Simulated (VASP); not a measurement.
# Al15ZnO24 (a cell with a defect) in VASP: single point with PBE

Aim: the single point of Al15ZnO24 (a cell with a defect) with PBE.

All numbers are computed with VASP 6.6.1; they aren't measurements. Logs are shortened: lines on timing, memory, paths and dates and some standing lists are left out, and cuts for length are marked.

## 1. The cell of the first run

The cell holds a defect, 40 atoms: a = 7.069 Å, b = 7.069 Å, c = 7.069 Å, α = 85.73°, β = 85.73°, γ = 85.73°.

## 2. Single point, PBE, collinear spin

INCAR reads:

```
  ALGO = Normal
  EDIFF = 1E-6
  ENCUT = 520
  GGA = PE
  ISIF = 2
  ISMEAR = 0
  ISPIN = 2
  LASPH = True
  LCHARG = False
  LORBIT = 11
  LREAL = Auto
  LWAVE = False
  MAGMOM = 0.143 0 0 0 0 0 0 0 0 0 0 0 0 0 0 0 0 0 0 0.143 0 0 0.143 0 0 0.143 0 0 0 0 0.143 0 0 0 0 0.143 0 0.143 0 0
  NBANDS = 130
  NELM = 150
  PREC = Accurate
  SIGMA = 0.02
```

KPOINTS reads:

```
Automatic mesh
0
Gamma
  2 2 2
  0.5 0.5 0.5
```

POSCAR reads:

```
Al15ZnO24
1.0
   -4.8085976127     -2.7762451261      4.3749117470
    4.8085976127     -2.7762451261      4.3749117470
    0.0000000000      5.5524902522      4.3749117470
Zn Al O
1 15 24
Direct
    0.1404282823      0.1404282823      0.1404282823
    0.6479154588      0.6470494556      0.1480165742
    0.6470494556      0.1480165742      0.6479154588
    0.1480165742      0.6479154588      0.6470494556
    0.3494930627      0.3494930627      0.3494930627
    0.8494799245      0.8501901922      0.3542463335
    0.8501901922      0.3542463335      0.8494799245
    0.3542463335      0.8494799245      0.8501901922
    0.6478607746      0.6478607746      0.6478607746
    0.1485580898      0.1459903743      0.6484185733
    0.1459903743      0.6484185733      0.1485580898
    0.6484185733      0.1485580898      0.1459903743
    0.8522123593      0.8522123593      0.8522123593
    0.3520772906      0.3523546016      0.8513475080
    0.3523546016      0.8513475080      0.3520772906
    0.8513475080      0.3520772906      0.3523546016
    0.4034803851      0.5976589480      0.7496674808
    0.9035311341      0.0972312468      0.7518515911
    0.9015141271      0.5951925405      0.2497155591
    0.4121439207      0.0948909812      0.2581871626
    0.4046136993      0.2521739912      0.5949946223
    0.9027142108      0.7485107747      0.5982560955
    0.8880732244      0.2599212933      0.0958675990
    0.4043555791      0.7529863595      0.0968286184
    0.5976589480      0.7496674808      0.4034803851
    0.0948909812      0.2581871626      0.4121439207
    0.0972312468      0.7518515911      0.9035311341
    0.5951925405      0.2497155591      0.9015141271
    0.7496674808      0.4034803851      0.5976589480
    0.2497155591      0.9015141271      0.5951925405
    0.2581871626      0.4121439207      0.0948909812
    0.7518515911      0.9035311341      0.0972312468
    0.2521739912      0.5949946223      0.4046136993
    0.7529863595      0.0968286184      0.4043555791
    0.7485107747      0.5982560955      0.9027142108
    0.2599212933      0.0958675990      0.8880732244
    0.5949946223      0.4046136993      0.2521739912
    0.0958675990      0.8880732244      0.2599212933
    0.0968286184      0.4043555791      0.7529863595
    0.5982560955      0.9027142108      0.7485107747
```

Potentials or basis: VASP PAW PBE potentials, release 64 (Zn, Al, O).

Command:

```
$ cat potpaw_PBE.64/Zn/POTCAR potpaw_PBE.64/Al/POTCAR potpaw_PBE.64/O/POTCAR > POTCAR
$ mpirun -np 1 vasp_std > vasp.out
```

OUTCAR:

```text
EDIFF = 1E-6
   ENCUT = 520
   GGA = PE
   ISIF = 2
   ISMEAR = 0
   ISPIN = 2
   LASPH = True
   LORBIT = 11
   LREAL = Auto
   NELM = 150
   PREC = Accurate

 ion  position               nearest neighbor table
   1  0.140  0.140  0.140-  36 1.95  38 1.95  23 1.95  31 2.14  26 2.14  20 2.14   5 2.74  14 2.84
                            16 2.84  15 2.84
   2  0.648  0.647  0.148-  37 1.87  35 1.87  24 1.88  19 1.98  25 1.99  32 2.00   6 2.67  16 2.81
                            15 2.82  13 2.82   7 3.25   8 3.25   5 3.27
   3  0.647  0.148  0.648-  21 1.87  40 1.87  34 1.88  28 1.98  29 1.99  18 2.00   7 2.67  14 2.81
                            16 2.82  13 2.82   8 3.25   6 3.25   5 3.27
   4  0.148  0.648  0.647-  33 1.87  22 1.87  39 1.88  30 1.98  17 1.99  27 2.00   8 2.67  15 2.81
                            14 2.82  13 2.82   6 3.25   7 3.25   5 3.27
   5  0.349  0.349  0.349-  21 1.88  37 1.88  33 1.88  31 1.97  26 1.97  20 1.97   1 2.74  10 2.82
                            12 2.82  11 2.82   2 3.27   3 3.27   4 3.27
   6  0.849  0.850  0.354-  38 1.85  22 1.87  34 1.87  25 1.96  32 1.99  19 2.00   2 2.67   9 2.79
                            11 2.82  12 2.84   4 3.25   3 3.25
   7  0.850  0.354  0.849-  23 1.85  35 1.87  39 1.87  29 1.96  18 1.99  28 2.00   3 2.67   9 2.79
                            12 2.82  10 2.84   2 3.25   4 3.25
   8  0.354  0.849  0.850-  36 1.85  40 1.87  24 1.87  17 1.96  27 1.99  30 2.00   4 2.67   9 2.79
                            10 2.82  11 2.84   3 3.25   2 3.25
   9  0.648  0.648  0.648-  25 1.87  17 1.87  29 1.87  35 1.98  22 1.98  40 1.98  13 2.68   6 2.79
[... 37 lines left out ...]
  39  0.097  0.404  0.753-   7 1.87   4 1.88  14 1.98  10 2.02
  40  0.598  0.903  0.749-   3 1.87   8 1.87   9 1.98  13 1.99

  LATTYP: Found a trigonal (rhomboedric) cell.
 ALAT       =     7.0689462295
 COS(alpha) =     0.0745402989

  Lattice vectors:

 A1 = (  -4.8085976127,  -2.7762451261,   4.3749117470)
 A2 = (   4.8085976127,  -2.7762451261,   4.3749117470)
 A3 = (   0.0000000000,   5.5524902522,   4.3749117470)

Analysis of symmetry for initial positions (statically):
=====================================================================
 Subroutine PRICEL returns:
 Original cell was already a primitive cell.

 Routine SETGRP: Setting up the symmetry group for a
 trigonal (rhombohedral) supercell.

 Subroutine GETGRP returns: Found  3 space group operations
 (whereof  3 operations were pure point group operations)
 out of a pool of 12 trial point group operations.

The static configuration has the point symmetry C_3 .

Analysis of symmetry for dynamics (positions and initial velocities):
=====================================================================
 Subroutine PRICEL returns:
 Original cell was already a primitive cell.

 Routine SETGRP: Setting up the symmetry group for a
 trigonal (rhombohedral) supercell.

 Subroutine GETGRP returns: Found  3 space group operations
[... 220 lines left out ...]

 val. band max:        5.8953098886   @ k =   0.2500   0.2500   0.2500
 cond. band min:       5.9006568538   @ k =   0.2500   0.2500   0.2500
 fundamental gap:      0.0053469652
 Fermi energy:         5.8971117495

 spin component 1

 k-point     1 :       0.2500    0.2500    0.2500
  band No.  band energies     occupation
      1     -13.2391      1.00000
      2     -12.5581      1.00000
      3     -12.5059      1.00000
      4     -12.4272      1.00000
      5     -12.0450      1.00000
      6     -11.9827      1.00000
[... 219 lines left out ...]
    111      15.3876      0.00000
    112      15.5394      0.00000
 Fermi energy:         5.8971117495

 spin component 2

 k-point     1 :       0.2500    0.2500    0.2500
  band No.  band energies     occupation
      1     -13.1989      1.00000
      2     -12.5088      1.00000
      3     -12.4650      1.00000
      4     -12.3781      1.00000
      5     -11.9861      1.00000
      6     -11.9461      1.00000
[... 219 lines left out ...]
    111      15.3993      0.00000
    112      15.5534      0.00000
 [bands above 112 left out]

------------------------ aborting loop because EDIFF is reached ----------------------------------------

  FORCE on cell =-STRESS in cart. coord.  units (eV):
  Direction    XX          YY          ZZ          XY          YZ          ZX
  --------------------------------------------------------------------------------------
  -------------------------------------------------------------------------------------
  Total        7.1049637      7.1049637      6.1699503      0.0000000      0.0000000      0.0000000
  in kB       32.4844603     32.4844603     28.2095045      0.0000001      0.0000000      0.0000000
  external PRESSURE =      31.0594750 kB  Pullay stress =       0.0000000 kB

 VOLUME and BASIS-vectors are now :
 -----------------------------------------------------------------------------
  energy-cutoff  :      520.00
  volume of cell :      350.43
      direct lattice vectors                 reciprocal lattice vectors
    -4.808597613 -2.776245126  4.374911747    -0.103980420 -0.060033124  0.076192013
     4.808597613 -2.776245126  4.374911747     0.103980420 -0.060033124  0.076192013
     0.000000000  5.552490252  4.374911747     0.000000000  0.120066247  0.076192013

 POSITION                                       TOTAL-FORCE (eV/Angst)
 -----------------------------------------------------------------------------------
      0.00000      0.00000      1.84308        -0.000000      0.000000      0.022855
     -0.00416     -2.77328      6.31292        -0.001827      0.003507     -0.006988
     -2.39965      1.39025      6.31292         0.003951     -0.000171     -0.006988
      2.40381      1.38303      6.31292        -0.002123     -0.003336     -0.006988
      0.00000      0.00000      4.58700        -0.000000      0.000000      0.005962
      0.00342     -2.75175      8.98570         0.005636      0.005105      0.005941
[... 32 lines left out ...]
      1.47877      2.78954      5.48689         0.002999      0.004570      0.001949
      1.46402     -0.01096      9.84128        -0.000253      0.000743     -0.000141
 -----------------------------------------------------------------------------------
    total drift:                                0.000002     -0.000000     -0.033133

  FREE ENERGIE OF THE ION-ELECTRON SYSTEM (eV)
  ---------------------------------------------------
  free  energy   TOTEN  =      -290.4719628161 eV

  energy  without entropy=     -290.4643972277  energy(sigma->0) =     -290.46818002

 total charge

# of ion       s       p       d       tot
------------------------------------------
    1        0.452   0.534   9.870  10.856
    2        0.307   0.387   0.000   0.695
    3        0.307   0.387   0.000   0.695
    4        0.307   0.387   0.000   0.695
    5        0.307   0.390   0.000   0.697
    6        0.309   0.393   0.000   0.702
[... 32 lines left out ...]
   39        1.547   3.616   0.000   5.164
   40        1.547   3.628   0.000   5.175
--------------------------------------------------
tot         42.252  93.150   9.870 145.272

 magnetization (x)

# of ion       s       p       d       tot
------------------------------------------
    1       -0.007  -0.005   0.130   0.119
    2       -0.000  -0.000   0.000  -0.000
    3       -0.000  -0.000   0.000  -0.000
    4       -0.000  -0.000   0.000  -0.000
    5       -0.001   0.001   0.000  -0.000
    6       -0.000  -0.000   0.000  -0.001
[... 32 lines left out ...]
   39        0.000   0.023   0.000   0.023
   40        0.000   0.006   0.000   0.006
--------------------------------------------------
tot          0.001   0.744   0.130   0.875
```

OSZICAR:

```text
N       E                     dE             d eps       ncg     rms          rms(c)
DAV:   1     0.160165979926E+04    0.16017E+04   -0.99949E+04  1040   0.154E+03
DAV:   2    -0.150438176317E+03   -0.17521E+04   -0.16707E+04  1184   0.380E+02
DAV:   3    -0.319357736909E+03   -0.16892E+03   -0.16679E+03  1208   0.131E+02
DAV:   4    -0.324015952913E+03   -0.46582E+01   -0.46366E+01  1280   0.239E+01
DAV:   5    -0.324090794434E+03   -0.74842E-01   -0.74713E-01  1280   0.322E+00    0.373E+01
DAV:   6    -0.290056814260E+03    0.34034E+02   -0.14141E+02  1480   0.685E+01    0.205E+01
DAV:   7    -0.290218867142E+03   -0.16205E+00   -0.22055E+01  1512   0.249E+01    0.914E+00
DAV:   8    -0.290376599705E+03   -0.15773E+00   -0.22221E+00  1416   0.656E+00    0.496E+00
DAV:   9    -0.290451110188E+03   -0.74510E-01   -0.25758E-01  1536   0.439E+00    0.216E+00
DAV:  10    -0.290465096858E+03   -0.13987E-01   -0.79087E-02  1408   0.264E+00    0.616E-01
DAV:  11    -0.290470859619E+03   -0.57628E-02   -0.26283E-02  1376   0.661E-01    0.368E-01
DAV:  12    -0.290471101152E+03   -0.24153E-03   -0.43181E-03  1544   0.372E-01    0.241E-01
DAV:  13    -0.290471719247E+03   -0.61809E-03   -0.12751E-03  1280   0.146E-01    0.124E-01
DAV:  14    -0.290471966793E+03   -0.24755E-03   -0.61801E-04  1312   0.946E-02    0.365E-02
DAV:  15    -0.290471962101E+03    0.46918E-05   -0.81671E-05  1464   0.872E-02    0.137E-02
DAV:  16    -0.290471962088E+03    0.12260E-07   -0.20321E-05  1352   0.183E-02    0.622E-03
DAV:  17    -0.290471962816E+03   -0.72758E-06   -0.49327E-06  1080   0.868E-03
   1 F= -.29047196E+03 E0= -.29046818E+03  d E =-.756559E-02  mag=     1.0000
```

It took 6.6 min on 1 thread of Oxide Virtual Turin-like, shared host; peak memory 0.53 GiB.

Results:

| Quantity | Value |
| --- | --- |
| Free energy | -290.4720 eV |
| Pressure | 3.1 GPa |
| Largest force | 0.073 eV/Å |
| Band gap on the k mesh | 0.01 eV |
| Net moment | 1.00 μB per cell |
| Site moments | Zn +0.12; Al -0.00; O +0.01, +0.09, +0.03, +0.08, +0.02 (each value once) μB |
| Valence electrons inside the program's atomic spheres | Zn 10.86; Al 0.69, 0.70 (each value once); O 5.18, 5.17, 5.14, 5.15, 5.16 (each value once) |

Forces on the atoms (eV/Å):
```
Zn   0.000  0.000  0.023
Al  -0.002  0.004 -0.007
Al   0.004  0.000 -0.007
Al  -0.002 -0.003 -0.007
Al   0.000  0.000  0.006
Al   0.006  0.005  0.006
Al   0.002 -0.007  0.006
Al  -0.007  0.002  0.006
Al   0.000  0.000 -0.009
Al   0.000 -0.005 -0.008
Al  -0.005  0.002 -0.008
Al   0.004  0.003 -0.008
Al   0.000  0.000 -0.003
Al   0.002 -0.004  0.007
Al  -0.004  0.000  0.007
Al   0.002  0.003  0.007
O    0.001  0.001 -0.001
O   -0.004  0.001  0.003
O   -0.002 -0.005  0.001
O   -0.021  0.006  0.018
O    0.000 -0.002  0.003
O    0.001  0.000  0.000
O    0.066  0.006 -0.029
O    0.002 -0.005  0.002
O    0.001 -0.001 -0.001
O    0.016  0.015  0.018
O    0.003  0.003  0.003
O   -0.004  0.004  0.001
O   -0.001  0.000 -0.001
O    0.005  0.001  0.001
O    0.005 -0.021  0.018
O    0.001 -0.004  0.003
O   -0.002  0.001  0.003
O   -0.005  0.000  0.002
O   -0.001 -0.001  0.000
O   -0.028 -0.060 -0.029
O    0.002  0.002  0.003
O   -0.038  0.055 -0.029
O    0.003  0.005  0.002
O    0.000  0.001  0.000
```

Caveat: semilocal functionals underestimate gaps, and a narrow one can read as zero.
